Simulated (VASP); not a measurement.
# NiO (Fm-3m) in VASP: notebook

NiO is run at these levels: PBEsol; tasks: single point.

Everything below comes from runs of VASP 6.6.1. Logs are shortened: lines on timing, memory, paths and dates and some standing lists are left out, and cuts for length are marked.

**What was measured.**

“Local correlations, non-local screening, multiplets, and band formation in NiO”, 2012, arxiv:1210.6675 quotes, for a bulk crystal of NiO: band gap 4.3 eV.

The results are compared with them further down.

## Step 1: The cell of the first run

Symmetry: Fm-3m, No. 225, cubic system. Conventional cell: a = 4.086 Å, b = 4.086 Å, c = 4.086 Å, α = 90.00°, β = 90.00°, γ = 90.00°. Ni (site symmetry m-3m) has 6 O at 2.04 Å within 2.7 Å. O (site symmetry m-3m) has 6 Ni at 2.04 Å within 2.7 Å.

## Step 2: Single point, PBEsol, collinear spin, ferromagnetic start

INCAR

```
PREC = Accurate ; ENCUT = 520
EDIFF = 1E-6 ; ISMEAR = -1
SIGMA = 0.05 ; LREAL = F
LASPH = T ; NELM = 150
ALGO = Normal ; ISIF = 2
LWAVE = F ; LCHARG = T
ISPIN = 2 ; MAGMOM = 1 0
LORBIT = 11 ; LMAXMIX = 4
GGA = PS ; LELF = T
LVHAR = T ; NBANDS = 19
```

KPOINTS

```
regular mesh
0
Gamma
  11 11 11
```

POSCAR

```
NiO
1.0
    0.0000000000      2.0431593687      2.0431593687
    2.0431593687      0.0000000000      2.0431593687
    2.0431593687      2.0431593687      0.0000000000
Ni O
1 1
Direct
    0.0000000000      0.0000000000      0.0000000000
    0.5000000000      0.5000000000      0.5000000000
```

Potentials or basis: VASP PAW PBE potentials, release 64 (Ni, O).

Launch:

```sh
$ cat potpaw_PBE.64/Ni/POTCAR potpaw_PBE.64/O/POTCAR > POTCAR
$ mpirun -np 1 vasp_std > vasp.out
```

OUTCAR:

```text
PREC = Accurate
   ENCUT = 520
   EDIFF = 1E-6
   ISMEAR = -1
   LREAL = F
   LASPH = T
   NELM = 150
   ISIF = 2
   ISPIN = 2
   LORBIT = 11
   GGA = PS

 ion  position               nearest neighbor table
   1  0.000  0.000  0.000-   2 2.04   2 2.04   2 2.04   2 2.04   2 2.04   2 2.04
   2  0.500  0.500  0.500-   1 2.04   1 2.04   1 2.04   1 2.04   1 2.04   1 2.04

  LATTYP: Found a face centered cubic cell.
 ALAT       =     4.0863187374

  Lattice vectors:

 A1 = (   0.0000000000,   2.0431593687,   2.0431593687)
 A2 = (   2.0431593687,   0.0000000000,   2.0431593687)
 A3 = (   2.0431593687,   2.0431593687,   0.0000000000)

Analysis of symmetry for initial positions (statically):
=====================================================================
 Subroutine PRICEL returns:
 Original cell was already a primitive cell.

 Routine SETGRP: Setting up the symmetry group for a
 face centered cubic supercell.

 Subroutine GETGRP returns: Found 48 space group operations
 (whereof 48 operations were pure point group operations)
 out of a pool of 48 trial point group operations.

The static configuration has the point symmetry O_h .

Analysis of symmetry for dynamics (positions and initial velocities):
=====================================================================
 Subroutine PRICEL returns:
 Original cell was already a primitive cell.

 Routine SETGRP: Setting up the symmetry group for a
 face centered cubic supercell.

 Subroutine GETGRP returns: Found 48 space group operations
 (whereof 48 operations were pure point group operations)
 out of a pool of 48 trial point group operations.

The dynamic configuration has the point symmetry O_h .

Analysis of structural, dynamic, and magnetic symmetry:
=====================================================================
 Subroutine PRICEL returns:
 Original cell was already a primitive cell.

 Routine SETGRP: Setting up the symmetry group for a
 face centered cubic supercell.

 Subroutine GETGRP returns: Found 48 space group operations
 (whereof 48 operations were pure point group operations)
 out of a pool of 48 trial point group operations.

The overall configuration has the point symmetry O_h .

 Subroutine INISYM returns: Found 48 space group operations
 (whereof 48 operations are pure point group operations),
 and found     1 'primitive' translations

----------------------------------------------------------------------------------------

                                     Primitive cell

  volume of cell :      17.0583

  direct lattice vectors                    reciprocal lattice vectors
     0.000000000  2.043159369  2.043159369    -0.244719040  0.244719040  0.244719040
     2.043159369  0.000000000  2.043159369     0.244719040 -0.244719040  0.244719040
     2.043159369  2.043159369  0.000000000     0.244719040  0.244719040 -0.244719040

  length of vectors
     2.889463689  2.889463689  2.889463689     0.423865811  0.423865811  0.423865811

  position of ions in fractional coordinates (direct lattice)
     0.000000000  0.000000000  0.000000000
     0.500000000  0.500000000  0.500000000

  ion indices of the primitive-cell ions
   primitive index   ion index
                 1           1
                 2           2

----------------------------------------------------------------------------------------

 KPOINTS: regular mesh

Automatic generation of k-mesh.
 Grid dimensions read from file:
 generate k-points for:   11   11   11

 Generating k-lattice:

  Cartesian coordinates                     Fractional coordinates (reciprocal lattice)
    -0.022247185  0.022247185  0.022247185     0.090909091  0.000000000  0.000000000
     0.022247185 -0.022247185  0.022247185     0.000000000  0.090909091  0.000000000
     0.022247185  0.022247185 -0.022247185     0.000000000  0.000000000  0.090909091

  Length of vectors
     0.038533256  0.038533256  0.038533256

  Shift w.r.t. Gamma in fractional coordinates (k-lattice)
     0.000000000  0.000000000  0.000000000

 Subroutine IBZKPT returns following result:
 ===========================================

 Found     56 irreducible k-points:

 Following reciprocal coordinates:
            Coordinates               Weight
  0.000000  0.000000  0.000000      1.000000
  0.090909  0.000000  0.000000      8.000000
  0.181818  0.000000  0.000000      8.000000
  0.272727  0.000000  0.000000      8.000000
  0.363636  0.000000  0.000000      8.000000
  0.454545  0.000000  0.000000      8.000000
[... 16 lines left out ...]
 -0.272727  0.181818  0.000000     24.000000
 -0.181818  0.181818  0.000000     12.000000
 [... further k-points ...]
   k-points           NKPTS =     56   k-points in BZ     NKDIM =     56   number of bands    NBANDS=     19
   number of dos      NEDOS =    301   number of ions     NIONS =      2
   total plane-waves  NPLWV =  13824
   dimension x,y,z NGX =    24 NGY =   24 NGZ =   24
   dimension x,y,z NGXF=    48 NGYF=   48 NGZF=   48
   ions per type =               1   1
   NGX,Y,Z   is equivalent  to a cutoff of  13.81, 13.81, 13.81 a.u.
   NGXF,Y,Z  is equivalent  to a cutoff of  27.62, 27.62, 27.62 a.u.
 SYSTEM =  unknown system
   PREC   = accura    normal or accurate (medium, high low for compatibility)
   ISTART =      0    job   : 0-new  1-cont  2-samecut
   ICHARG =      2    charge: 1-file 2-atom 10-const
   ISPIN  =      2    spin polarized calculation?
   LNONCOLLINEAR =      F non collinear calculations
   LSORBIT =      F    spin-orbit coupling
   LASPH  =      T    aspherical Exc in radial PAW
   ENCUT  =  520.0 eV  38.22 Ry    6.18 a.u.   5.37  5.37  5.37*2*pi/ulx,y,z
   NELM   =    150;   NELMIN=  2; NELMDL= -5     # of ELM steps
   EDIFF  = 0.1E-05   stopping-criterion for ELM
   LREAL  =      F    real-space projection
   EDIFFG = 0.1E-04   stopping-criterion for IOM
   NSW    =      0    number of steps for IOM
   IBRION =     -1    ionic relax: 0-MD 1-quasi-New 2-CG
   NFREE  =      0    steps in history (QN), initial steepest desc. (CG)
   ISIF   =      2    stress and relaxation
   ISYM   =      2    0-nonsym 1-usesym 2-fastsym
   POTIM  = 0.5000    time-step for ionic-motion
   TEBEG  =    0.0;   TEEND  =   0.0 temperature during run
   PSTRESS=    0.0 pullay stress
   NELECT =      16.0000    total number of electrons
   NUPDOWN=      -1.0000    fix difference up-down
   EMIN   =  10.00;   EMAX   =-10.00  energy-range for DOS
   EFERMI =   0.00;   METHOD = LEGACY
   ISMEAR =    -1;   SIGMA  =   0.05  broadening in eV -4-tet -1-fermi 0-gaus
   EFERMI_NEDOS =   21; number of points for ismear=-14 and -15
   IALGO  =     38    algorithm
   IMIX   =      4    mixing-type and parameters
     AMIX     =   0.40;   BMIX     =  1.00
     AMIX_MAG =   1.60;   BMIX_MAG =  1.00
  volume/ion in A,a.u.               =       8.53        57.56
  Fermi-wavevector in a.u.,A,eV,Ry     =   1.602517  3.028318 34.940578  2.568060
  Thomas-Fermi vector in A             =   2.699325
   LORBIT       =     11    0 simple, 1 ext, 2 COOP (PROOUT), +10 PAW based schemes
   GGA     = PS    functional components
   LHFCALC =     F    Hartree Fock is set to
   AEXX    =    0.0000 exact exchange contribution
   IVDW    =     0    specifies the selected vdW correction
   LEPSILON=     F    determine dielectric tensor
   LRPA    =     F    only Hartree local field effects (RPA)
 spin polarized calculation
  energy-cutoff  :      520.00
  volume of cell :       17.06
 maximum number of plane-waves:       477
 NGX is ok and might be reduce to    24
   NGX = 11   NGY = 11   NGZ = 11

 number of electron      15.9999994 magnetization       0.8147347

 Free energy of the ion-electron system (eV)
  ---------------------------------------------------
  ext. energy  EPLUGINS =         0.00000000
  ---------------------------------------------------
  free energy    TOTEN  =       -12.39419513 eV

  energy without entropy =      -12.37509341  energy(sigma->0) =      -12.38464427

 E-fermi :   8.7191     XC(G=0): -13.3338

 val. band max:        8.7099003275   @ k =   0.4545   0.2727   0.0909
 cond. band min:       8.7194042773   @ k =  -0.3636   0.3636   0.0000
 fundamental gap:      0.0095039498
 Fermi energy:         8.7190660678

 spin component 1

 k-point     1 :       0.0000    0.0000    0.0000
  band No.  band energies     occupation
      1     -12.3473      1.00000
      2       5.3041      1.00000
      3       5.3041      1.00000
      4       5.3041      1.00000
      5       6.3430      1.00000
      6       6.3431      1.00000
[... 11 lines left out ...]
     18      35.5040      0.00000
     19      35.5040      0.00000
[... 485 lines left out ...]
 k-point    24 :      -0.1818    0.1818    0.0000
  band No.  band energies     occupation
      1     -11.4085      1.00000
      2       1.6125      1.00000
      3       3.0620      1.00000
      4       3.4712      1.00000
      5       6.7700      1.00000
      6       6.9175      1.00000
[... 11 lines left out ...]
     18      40.6462      0.00000
     19      41.8346      0.00000

 [... further k-points ...]

 spin component 2

 k-point     1 :       0.0000    0.0000    0.0000
  band No.  band energies     occupation
      1     -12.1687      1.00000
      2       5.5145      1.00000
      3       5.5145      1.00000
      4       5.5145      1.00000
      5       6.7973      1.00000
      6       6.7974      1.00000
[... 11 lines left out ...]
     18      35.7884      0.00000
     19      35.7884      0.00000
[... 485 lines left out ...]
 k-point    24 :      -0.1818    0.1818    0.0000
  band No.  band energies     occupation
      1     -11.2191      1.00000
      2       1.8512      1.00000
      3       3.5364      1.00000
      4       3.6935      1.00000
      5       7.2149      1.00000
      6       7.7224      1.00000
[... 11 lines left out ...]
     18      40.8402      0.00000
     19      41.9665      0.00000

 [... further k-points ...]

------------------------ aborting loop because EDIFF is reached ----------------------------------------

  FORCE on cell =-STRESS in cart. coord.  units (eV):
  Direction    XX          YY          ZZ          XY          YZ          ZX
  --------------------------------------------------------------------------------------
  -------------------------------------------------------------------------------------
  Total        0.3138075      0.3138075      0.3138075      0.0000000      0.0000000      0.0000000
  in kB       29.4738697     29.4738697     29.4738697      0.0000000      0.0000000      0.0000000
  external PRESSURE =      29.4738697 kB  Pullay stress =       0.0000000 kB

 VOLUME and BASIS-vectors are now :
 -----------------------------------------------------------------------------
  energy-cutoff  :      520.00
  volume of cell :       17.06
      direct lattice vectors                 reciprocal lattice vectors
     0.000000000  2.043159369  2.043159369    -0.244719040  0.244719040  0.244719040
     2.043159369  0.000000000  2.043159369     0.244719040 -0.244719040  0.244719040
     2.043159369  2.043159369  0.000000000     0.244719040  0.244719040 -0.244719040

 POSITION                                       TOTAL-FORCE (eV/Angst)
 -----------------------------------------------------------------------------------
      0.00000      0.00000      0.00000         0.000000     -0.000000      0.000000
      2.04316      2.04316      2.04316        -0.000000      0.000000     -0.000000
 -----------------------------------------------------------------------------------
    total drift:                                0.000000     -0.000000     -0.000000

  FREE ENERGIE OF THE ION-ELECTRON SYSTEM (eV)
  ---------------------------------------------------
  free  energy   TOTEN  =       -12.3941951334 eV

  energy  without entropy=      -12.3750934141  energy(sigma->0) =      -12.38464427

 total charge

# of ion       s       p       d       tot
------------------------------------------
    1        0.355   0.453   8.371   9.179
    2        1.563   3.390   0.000   4.953
--------------------------------------------------
tot          1.918   3.842   8.371  14.132

 magnetization (x)

# of ion       s       p       d       tot
------------------------------------------
    1        0.008   0.010   0.673   0.691
    2        0.017   0.088   0.000   0.105
--------------------------------------------------
tot          0.025   0.098   0.673   0.795
```

Run time: 34 s. Hardware: 1 thread of Intel Xeon Platinum 8488C (Sapphire Rapids), shared host; peak memory 0.17 GiB.

What came out:

```
Free energy                                           : -12.3942 eV
Pressure                                              : 2.9 GPa
Net moment                                            : 0.81 μB per cell
Site moments                                          : Ni +0.69; O +0.10 μB
Valence electrons inside the program's atomic spheres : Ni 9.18; O 4.95
```

Caveat: the PAW data sets were made with another functional, which shifts forces and pressure a little; a cell with one magnetic atom can't hold antiferromagnetic order, which such compounds often take; semilocal functionals often make such compounds metallic where correlation or magnetic order opens a gap, which also shifts bond lengths.

(Part 1 of 2 ends here.)
